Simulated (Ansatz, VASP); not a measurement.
Na in VASP and in Ansatz

Contents of INCAR:

```
SYSTEM = Na
PREC     = Accurate       ! precision mode
ENCUT    = 520            ! plane-wave cutoff, eV
EDIFF    = 1E-7           ! SCF threshold, eV
ISMEAR   = 0              ! smearing method
SIGMA    = 0.1            ! smearing width, eV
LREAL    = .False.        ! projectors in reciprocal space
LASPH    = .True.         ! aspherical terms in the spheres
NELM     = 60             ! most SCF steps
ALGO     = Normal         ! electronic algorithm
ISIF     = 2              ! what is computed and relaxed
LWAVE    = .False.        ! write WAVECAR
LCHARG   = .False.        ! write CHGCAR
GGA      = PS             ! functional
NBANDS   = 10             ! bands
```

KPOINTS

```
regular mesh
0
Gamma
  6 6 6
  0 0 0
```

POSCAR

```
Na
1.0
    7.1005996338      0.0000000000      0.0000000000
    0.0000000000      6.4684987762      0.0000000000
    0.0000000000      0.0000000000      7.1005996338
Na
1
Direct
    0.0000000000      0.0000000000      0.0000000000
```

Input for Ansatz:

```yaml
crystal:
  lattice:
    - [7.1005996338, 0.0, 0.0]
    - [0.0, 6.4684987762, 0.0]
    - [0.0, 0.0, 7.1005996338]
  atoms:
    - { symbol: Na, position: [0.0, 0.0, 0.0] }
basis:
  ecutwfc: 420
kpoints:
  mp_grid: { grid: [6, 6, 6] }
hamiltonian:
  xc: pbesol
scf:
  occupations: { method: gaussian, width: 0.1 }
output:
  forces: true
  stress: true
  eigenvalues: true
```

Alike in both runs: task single point; functional PBEsol; k mesh 6 × 6 × 6; occupations gaussian, width 0.1 eV; no spin polarisation.

|  | VASP | Ansatz |
| --- | --- | --- |
| version | VASP 6.6.1 | Ansatz 0.2.0 |
| potentials or method | VASP PAW PBE potentials, release 64 (Na_pv), cutoff 520 eV | scalar-relativistic, plane waves, PAW |
| valence electrons in the cell | 7 | 9 |

|  | VASP | Ansatz | Ansatz less VASP |
| --- | --- | --- | --- |
| gap on the k mesh at the Fermi level (eV) | none | none | - |
| pressure (GPa) | -0.2 | -0.2 | 0.00 |
| traceless stress, the component that is largest in VASP (GPa) | -0.11 | -0.11 | 0.000 |

VASP's potentials were made for PBE, not for PBEsol. A gap of «none» marks a metal or a gap that the smearing closes. VASP's potentials hold 7 valence electrons a cell and Ansatz's 9, so a difference there can come from the potentials and not from the codes.
